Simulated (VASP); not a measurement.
# MnO (Pm-3m) in VASP: a series of runs

The runs below take MnO through single point, with PBE-based screened hybrid with 40 % exact exchange, PBE-based screened hybrid with 50 % exact exchange, PBE-based screened hybrid with 25 % exact exchange.

Program: VASP 6.6.1. These are calculated values, not measurements. Logs are shortened: lines on timing, memory, paths and dates and some standing lists are left out, and cuts for length are marked.

### 1 The cell of the first run

The structure is cubic, space group Pm-3m (No. 221). The conventional cell has a = 2.672 Å, b = 2.672 Å, c = 2.672 Å, α = 90.00°, β = 90.00°, γ = 90.00°. Mn (site symmetry m-3m) has 8 O at 2.31 Å and 6 Mn at 2.67 Å within 3.1 Å. O (site symmetry m-3m) has 8 Mn at 2.31 Å and 6 O at 2.67 Å within 3.1 Å.

### 2 Single point, PBE-based screened hybrid with 40 % exact exchange, collinear spin, ferromagnetic start

File POSCAR:

```
MnO
1.0
    2.6723886600      0.0000000000      0.0000000000
    0.0000000000      2.6723886600      0.0000000000
    0.0000000000      0.0000000000      2.6723886600
Mn O
1 1
Direct
    0.0000000000      0.0000000000      0.0000000000
    0.5000000000      0.5000000000      0.5000000000
```

File INCAR.step1:

```
  ALGO = Normal
  EDIFF = 1E-5
  ENCUT = 520
  GGA = PE
  ISIF = 2
  ISMEAR = -1
  ISPIN = 2
  LASPH = T
  LCHARG = F
  LMAXMIX = 4
  LORBIT = 11
  LREAL = F
  LWAVE = T
  MAGMOM = 4 0
  NBANDS = 20
  NELM = 150
  PREC = Accurate
  SIGMA = 0.05
```

File INCAR.step2:

```
  AEXX = 0.4
  ALGO = Normal
  EDIFF = 1E-6
  ENCUT = 520
  GGA = PE
  HFSCREEN = 0.2
  ISIF = 2
  ISMEAR = -1
  ISPIN = 2
  ISTART = 1
  LASPH = T
  LCHARG = F
  LHFCALC = T
  LMAXMIX = 4
  LORBIT = 11
  LREAL = F
  LWAVE = F
  MAGMOM = 4 0
  NBANDS = 20
  NELM = 150
  PREC = Accurate
  PRECFOCK = Normal
  SIGMA = 0.05
```

File KPOINTS:

```
k-points
0
Gamma
  5 5 5
```

Potentials or basis: VASP PAW PBE potentials, release 64 (Mn_pv, O).

Run with:

```sh
$ cat potpaw_PBE.64/Mn_pv/POTCAR potpaw_PBE.64/O/POTCAR > POTCAR
$ cp INCAR.step1 INCAR
$ mpirun -np 1 vasp_std > vasp.out
$ cp INCAR.step2 INCAR
$ mpirun -np 1 vasp_std > vasp.out
```

OUTCAR:

```text
AEXX = 0.4
   EDIFF = 1E-6
   ENCUT = 520
   GGA = PE
   HFSCREEN = 0.2
   ISIF = 2
   ISMEAR = -1
   ISPIN = 2
   ISTART = 1
   LASPH = T
   LHFCALC = T
   LORBIT = 11
   LREAL = F
   NELM = 150
   PREC = Accurate
   PRECFOCK = Normal

 ion  position               nearest neighbor table
   1  0.000  0.000  0.000-   2 2.31   2 2.31   2 2.31   2 2.31   2 2.31   2 2.31   2 2.31   2 2.31

   2  0.500  0.500  0.500-   1 2.31   1 2.31   1 2.31   1 2.31   1 2.31   1 2.31   1 2.31   1 2.31

  LATTYP: Found a simple cubic cell.
 ALAT       =     2.6723886600

  Lattice vectors:

 A1 = (   2.6723886600,   0.0000000000,   0.0000000000)
 A2 = (   0.0000000000,   2.6723886600,   0.0000000000)
 A3 = (   0.0000000000,   0.0000000000,   2.6723886600)

Analysis of symmetry for initial positions (statically):
=====================================================================
 Subroutine PRICEL returns:
 Original cell was already a primitive cell.

 Routine SETGRP: Setting up the symmetry group for a
 simple cubic supercell.

 Subroutine GETGRP returns: Found 48 space group operations
 (whereof 48 operations were pure point group operations)
 out of a pool of 48 trial point group operations.

The static configuration has the point symmetry O_h .

Analysis of symmetry for dynamics (positions and initial velocities):
=====================================================================
 Subroutine PRICEL returns:
 Original cell was already a primitive cell.

 Routine SETGRP: Setting up the symmetry group for a
 simple cubic supercell.

 Subroutine GETGRP returns: Found 48 space group operations
 (whereof 48 operations were pure point group operations)
 out of a pool of 48 trial point group operations.

The dynamic configuration has the point symmetry O_h .

Analysis of structural, dynamic, and magnetic symmetry:
=====================================================================
 Subroutine PRICEL returns:
 Original cell was already a primitive cell.

 Routine SETGRP: Setting up the symmetry group for a
 simple cubic supercell.

 Subroutine GETGRP returns: Found 48 space group operations
 (whereof 48 operations were pure point group operations)
 out of a pool of 48 trial point group operations.

The overall configuration has the point symmetry O_h .

 Subroutine INISYM returns: Found 48 space group operations
 (whereof 48 operations are pure point group operations),
 and found     1 'primitive' translations

[... 106 lines left out ...]
   PRECFOCK=normal    Normal, Fast or Accurate (Low or Medium for compatibility)
   ENCUT4O =  -1.0   cutoff for four orbital integrals eV
   NKREDX  =     1    reduce k-point grid by
   NKREDY  =     1    reduce k-point grid by
   NKREDZ  =     1    reduce k-point grid by
   AEXX    =    0.4000 exact exchange contribution
   HFSCREEN=    0.2000 screening length (either q_TF or 0.3 A-1)
   HFSCREENC=   0.2000 screening length for correlation (either q_TF or 0.3 A-1)
   ENCUTFOCK=  -1.0 apply spherical cutoff to Coloumb kernel
   IVDW    =     0    specifies the selected vdW correction
   LEPSILON=     F    determine dielectric tensor
   LRPA    =     F    only Hartree local field effects (RPA)
 spin polarized calculation
  energy-cutoff  :      520.00
  volume of cell :       19.09
 maximum number of plane-waves:       521
 NGX is ok and might be reduce to    20
  NGX = 16; NGY = 16; NGZ = 16

 number of electron      19.0000027 magnetization       4.9979018

 Free energy of the ion-electron system (eV)
  ---------------------------------------------------
  ext. energy  EPLUGINS =         0.00000000
  ---------------------------------------------------
  free energy    TOTEN  =       -27.14487503 eV

  energy without entropy =      -27.14487503  energy(sigma->0) =      -27.14487503

 E-fermi :   7.5099     XC(G=0):  -8.9401

 val. band max:        6.3159846797   @ k =   0.4000   0.0000   0.0000
 cond. band min:       9.5968547981   @ k =   0.0000   0.0000   0.0000
 fundamental gap:      3.2808701184
 Fermi energy:         7.5099029685

 spin component 1

 k-point     1 :       0.0000    0.0000    0.0000
  band No.  band energies     occupation
      1     -49.2463      1.00000
      2     -49.2463      1.00000
      3     -49.2463      1.00000
      4     -15.8234      1.00000
      5       0.4450      1.00000
      6       0.4450      1.00000
[... 206 lines left out ...]
      6      -1.5918      1.00000
[... 12 lines left out ...]
     19      31.1293      0.00000
     20      43.7394      0.00000
 Fermi energy:         7.5099029685

 spin component 2

 k-point     1 :       0.0000    0.0000    0.0000
  band No.  band energies     occupation
      1     -41.2905      1.00000
      2     -41.2905      1.00000
      3     -41.2905      1.00000
      4     -15.1566      1.00000
      5       4.7886      1.00000
      6       4.7886      1.00000
[... 219 lines left out ...]
     19      33.3479      0.00000
     20      44.4647      0.00000

------------------------ aborting loop because EDIFF is reached ----------------------------------------

  FORCE on cell =-STRESS in cart. coord.  units (eV):
  Direction    XX          YY          ZZ          XY          YZ          ZX
  --------------------------------------------------------------------------------------
  -------------------------------------------------------------------------------------
  Total        1.6644932      1.6644932      1.6644932     -0.0000000     -0.0000000      0.0000000
  in kB      139.7313174    139.7313174    139.7313174     -0.0000000     -0.0000000      0.0000000
  external PRESSURE =     139.7313174 kB  Pullay stress =       0.0000000 kB

 VOLUME and BASIS-vectors are now :
 -----------------------------------------------------------------------------
  energy-cutoff  :      520.00
  volume of cell :       19.09
      direct lattice vectors                 reciprocal lattice vectors
     2.672388660  0.000000000  0.000000000     0.374197068  0.000000000  0.000000000
     0.000000000  2.672388660  0.000000000     0.000000000  0.374197068  0.000000000
     0.000000000  0.000000000  2.672388660     0.000000000  0.000000000  0.374197068

 POSITION                                       TOTAL-FORCE (eV/Angst)
 -----------------------------------------------------------------------------------
      0.00000      0.00000      0.00000         0.000000      0.000000      0.000000
      1.33619      1.33619      1.33619         0.000000      0.000000      0.000000
 -----------------------------------------------------------------------------------
    total drift:                                0.000008     -0.000001      0.000010

  FREE ENERGIE OF THE ION-ELECTRON SYSTEM (eV)
  ---------------------------------------------------
  free  energy   TOTEN  =       -27.1448750268 eV

  energy  without entropy=      -27.1448750268  energy(sigma->0) =      -27.14487503

 total charge

# of ion       s       p       d       tot
------------------------------------------
    1        0.200   6.186   4.958  11.344
    2        1.565   3.510   0.000   5.075
--------------------------------------------------
tot          1.765   9.696   4.958  16.418

 magnetization (x)

# of ion       s       p       d       tot
------------------------------------------
    1        0.021   0.027   4.572   4.619
    2        0.025   0.180   0.000   0.205
--------------------------------------------------
tot          0.046   0.206   4.572   4.824
```

OUTCAR.step1:

```text
EDIFF = 1E-5
   ENCUT = 520
   GGA = PE
   ISIF = 2
   ISMEAR = -1
   ISPIN = 2
   LASPH = T
   LORBIT = 11
   LREAL = F
[... 691 lines left out ...]

  energy  without entropy=      -15.2773256668  energy(sigma->0) =      -15.28319439

 total charge

# of ion       s       p       d       tot
------------------------------------------
    1        0.212   6.189   5.060  11.461
    2        1.574   3.369   0.000   4.943
--------------------------------------------------
tot          1.786   9.557   5.060  16.404

 magnetization (x)

# of ion       s       p       d       tot
------------------------------------------
    1        0.025   0.037   3.713   3.775
    2        0.025   0.065   0.000   0.090
--------------------------------------------------
tot          0.051   0.102   3.713   3.866
```

OSZICAR.step1:

```text
N       E                     dE             d eps       ncg     rms          rms(c)
DAV:   1     0.162540880615E+03    0.16254E+03   -0.10259E+04   800   0.116E+03
DAV:   2    -0.978251433768E+01   -0.17232E+03   -0.16028E+03   840   0.330E+02
DAV:   3    -0.176688573465E+02   -0.78863E+01   -0.77502E+01   912   0.754E+01
DAV:   4    -0.177198433786E+02   -0.50986E-01   -0.50976E-01   896   0.622E+00
DAV:   5    -0.177202233804E+02   -0.38000E-03   -0.38000E-03   884   0.534E-01    0.136E+01
DAV:   6    -0.159116180782E+02    0.18086E+01   -0.89617E+00  1020   0.354E+01    0.128E+01
DAV:   7    -0.153246786477E+02    0.58694E+00   -0.21169E+00   912   0.211E+01    0.648E+00
DAV:   8    -0.152928417031E+02    0.31837E-01   -0.22804E-01   868   0.441E+00    0.416E+00
DAV:   9    -0.152915116597E+02    0.13300E-02   -0.75448E-02   948   0.374E+00    0.219E+00
DAV:  10    -0.152901859592E+02    0.13257E-02   -0.28464E-02   860   0.219E+00    0.111E+00
DAV:  11    -0.152893087498E+02    0.87721E-03   -0.56014E-03   956   0.916E-01    0.362E-01
DAV:  12    -0.152890888476E+02    0.21990E-03   -0.18365E-03  1012   0.422E-01    0.942E-02
DAV:  13    -0.152890946737E+02   -0.58261E-05   -0.14394E-04   836   0.104E-01    0.103E-01
DAV:  14    -0.152890737382E+02    0.20935E-04   -0.82502E-05   884   0.123E-01    0.497E-02
DAV:  15    -0.152890629682E+02    0.10770E-04   -0.20650E-05   784   0.534E-02    0.128E-02
DAV:  16    -0.152890631181E+02   -0.14995E-06   -0.87508E-06   484   0.246E-02
   1 F= -.15289063E+02 E0= -.15283194E+02  d E =-.117375E-01  mag=     4.0356
```

It took 14 min on 1 thread of Intel Xeon Platinum 8375C at 2.90GHz (Ice Lake), shared host; peak memory 0.24 GiB.

Results:

```
Free energy                                           : -27.1449 eV
Pressure                                              : 14.0 GPa
Band gap on the k mesh                                : 3.28 eV (least direct gap 4.81 eV)
Net moment                                            : 5.00 μB per cell
Site moments                                          : Mn +4.62; O +0.20 μB
Valence electrons inside the program's atomic spheres : Mn 11.34; O 5.08
```

Caveat: the k points lie up to 0.47 Å⁻¹ apart; the PAW data sets were made with another functional, which shifts forces and pressure a little; an odd mesh through Γ misses points on the zone boundary, where band edges can lie; a cell with one magnetic atom can't hold antiferromagnetic order, which such compounds often take.

### 3 Single point, PBE-based screened hybrid with 50 % exact exchange, collinear spin, ferromagnetic start

POSCAR is that of step 2.

File INCAR.step1:

```
SYSTEM = MnO
ALGO = Normal
EDIFF = 1E-5
ENCUT = 520
GGA = PE
ISIF = 2
ISMEAR = -1
ISPIN = 2
LASPH = .TRUE.
LCHARG = .FALSE.
LMAXMIX = 4
LORBIT = 11
LREAL = .FALSE.
LWAVE = .TRUE.
MAGMOM = 4 0
NBANDS = 20
NELM = 150
PREC = Accurate
SIGMA = 0.05
```

File INCAR.step2:

```
SYSTEM = MnO
AEXX = 0.5
ALGO = Normal
EDIFF = 1E-7
ENCUT = 520
GGA = PE
HFSCREEN = 0.2
ISIF = 2
ISMEAR = -1
ISPIN = 2
ISTART = 1
LASPH = .TRUE.
LCHARG = .FALSE.
LHFCALC = .TRUE.
LMAXMIX = 4
LORBIT = 11
LREAL = .FALSE.
LWAVE = .FALSE.
MAGMOM = 4 0
NBANDS = 20
NELM = 150
PREC = Accurate
PRECFOCK = Normal
SIGMA = 0.05
```

File KPOINTS:

```
k-points
0
G
  5 5 5
  0 0 0
```

Potentials or basis: VASP PAW PBE potentials, release 64 (Mn_pv, O).

Run with:

```sh
$ cat potpaw_PBE.64/Mn_pv/POTCAR potpaw_PBE.64/O/POTCAR > POTCAR
$ cp INCAR.step1 INCAR
$ mpirun -np 1 vasp_std > vasp.out
$ cp INCAR.step2 INCAR
$ mpirun -np 1 vasp_std > vasp.out
```

Wall time 16 min (1 thread of Intel Xeon Platinum 8375C at 2.90GHz (Ice Lake), shared host); peak memory 0.24 GiB.

It converged, with:

* Free energy: -30.2506 eV
* Pressure: 12.1 GPa
* Band gap on the k mesh: 4.10 eV (least direct gap 5.52 eV)
* Net moment: 5.00 μB per cell
* Site moments: Mn +4.64; O +0.19 μB
* Valence electrons inside the program's atomic spheres: Mn 11.33; O 5.09

Levels at points of the mesh, in eV from the valence-band top:
Spin up:
| k point | band 10 | band 11 | band 12 | band 13 | band 14 | band 15 |
| --- | --- | --- | --- | --- | --- | --- |
| (0.00, 0.00, 0.00) | -2.29 | -2.29 | -2.29 | 4.10 | 19.08 | 19.08 |
Spin down:
| k point | band 4 | band 5 | band 6 | band 7 | band 8 | band 9 | band 10 | band 11 |
| --- | --- | --- | --- | --- | --- | --- | --- | --- |
| (0.00, 0.00, 0.00) | -21.99 | -1.42 | -1.42 | -1.42 | 5.18 | 5.18 | 6.03 | 10.12 |

Caveat: the k points lie up to 0.47 Å⁻¹ apart; the PAW data sets were made with another functional, which shifts forces and pressure a little; an odd mesh through Γ misses points on the zone boundary, where band edges can lie; a cell with one magnetic atom can't hold antiferromagnetic order, which such compounds often take.

### 4 Single point, PBE-based screened hybrid with 25 % exact exchange, collinear spin, ferromagnetic start

POSCAR is that of step 3.

File INCAR.step1:

```
ALGO     = Normal         # electronic algorithm
EDIFF    = 1E-5           # SCF threshold, eV
ENCUT    = 520            # plane-wave cutoff, eV
GGA      = PE             # functional
ISIF     = 2              # what is computed and relaxed
ISMEAR   = -1             # smearing method
ISPIN    = 2              # spin polarisation
LASPH    = True           # aspherical terms in the spheres
LMAXMIX  = 4              # l up to which the mixer works
LORBIT   = 11             # projections on sites
LREAL    = False          # projectors in reciprocal space
LWAVE    = True           # write WAVECAR
MAGMOM   = 4 0            # initial moments
NBANDS   = 20             # bands
NELM     = 150            # most SCF steps
PREC     = Accurate       # precision mode
SIGMA    = 0.05           # smearing width, eV
```

File INCAR.step2:

```
AEXX     = 0.25           # exact-exchange fraction
ALGO     = Normal         # electronic algorithm
EDIFF    = 1E-6           # SCF threshold, eV
ENCUT    = 520            # plane-wave cutoff, eV
GGA      = PE             # functional
HFSCREEN = 0.2            # screening, 1/A
ISIF     = 2              # what is computed and relaxed
ISMEAR   = -1             # smearing method
ISPIN    = 2              # spin polarisation
ISTART   = 1            
LASPH    = True           # aspherical terms in the spheres
LCHARG   = True           # write CHGCAR
LELF     = True           # ELF
LHFCALC  = True           # exact exchange
LMAXMIX  = 4              # l up to which the mixer works
LORBIT   = 11             # projections on sites
LREAL    = False          # projectors in reciprocal space
LVHAR    = True         
LWAVE    = False          # write WAVECAR
MAGMOM   = 4 0            # initial moments
NBANDS   = 20             # bands
NELM     = 150            # most SCF steps
PREC     = Accurate       # precision mode
PRECFOCK = Normal       
SIGMA    = 0.05           # smearing width, eV
```

File KPOINTS:

```
k-points
0
Gamma
  5 5 5
```

Run with:

```sh
$ cat potpaw_PBE.64/Mn_pv/POTCAR potpaw_PBE.64/O/POTCAR > POTCAR
$ cp INCAR.step1 INCAR
$ mpirun -np 1 vasp_std > vasp.out
$ cp INCAR.step2 INCAR
$ mpirun -np 1 vasp_std > vasp.out
```

Wall time 19 min (1 thread of Intel Xeon Platinum 8259CL at 2.50GHz (Skylake/Cascade Lake), shared host); peak memory 0.24 GiB.

The run converged. Its results:

```
Free energy                                           : -22.5589 eV
Pressure                                              : 16.9 GPa
Band gap on the k mesh                                : 2.08 eV (least direct gap 3.12 eV)
Net moment                                            : 5.00 μB per cell
Site moments                                          : Mn +4.58; O +0.23 μB
Valence electrons inside the program's atomic spheres : Mn 11.37; O 5.05
```

Levels at points of the mesh, in eV from the valence-band top:
Spin up:
```csv
k point,band 8,band 9,band 10,band 11,band 12,band 13,band 14,band 15,band 16,band 17
"(0.00, 0.00, 0.00)",-2.73,-2.73,-2.48,-2.48,-2.48,2.08,16.98,16.98,22.02,22.02
```
Spin down:
```tsv
k point	band 4	band 5	band 6	band 7	band 8	band 9	band 10	band 11
(0.00, 0.00, 0.00)	-20.72	-1.73	-1.73	-1.73	2.31	2.31	4.05	6.40
```

Caveat: the k points lie up to 0.47 Å⁻¹ apart; the PAW data sets were made with another functional, which shifts forces and pressure a little; an odd mesh through Γ misses points on the zone boundary, where band edges can lie; a cell with one magnetic atom can't hold antiferromagnetic order, which such compounds often take.

### 5 Summary

```csv
level,share of exact exchange,gap on the mesh (eV),pressure (GPa),moment (μB)
PBE-based screened hybrid with 40 % exact exchange,0.4,3.28,14.0,5.00
PBE-based screened hybrid with 50 % exact exchange,0.5,4.10,12.1,5.00
PBE-based screened hybrid with 25 % exact exchange,0.25,2.08,16.9,5.00
```

Alike in all rows: task single point; potentials or basis VASP PAW PBE potentials, release 64 (Mn_pv, O); spin collinear, ferromagnetic start; cell as given; k mesh 5 × 5 × 5; cutoff (eV) 520; smearing fermi-dirac 0.05 eV.

Caveats: all runs use coarse meshes; the PAW data sets were made with another functional, which shifts forces and pressure a little; an odd mesh through Γ misses points on the zone boundary, where band edges can lie; a cell with one magnetic atom can't hold antiferromagnetic order, which such compounds often take.

Total energies depend on the potentials used, so only differences within one code and one set of settings carry meaning.
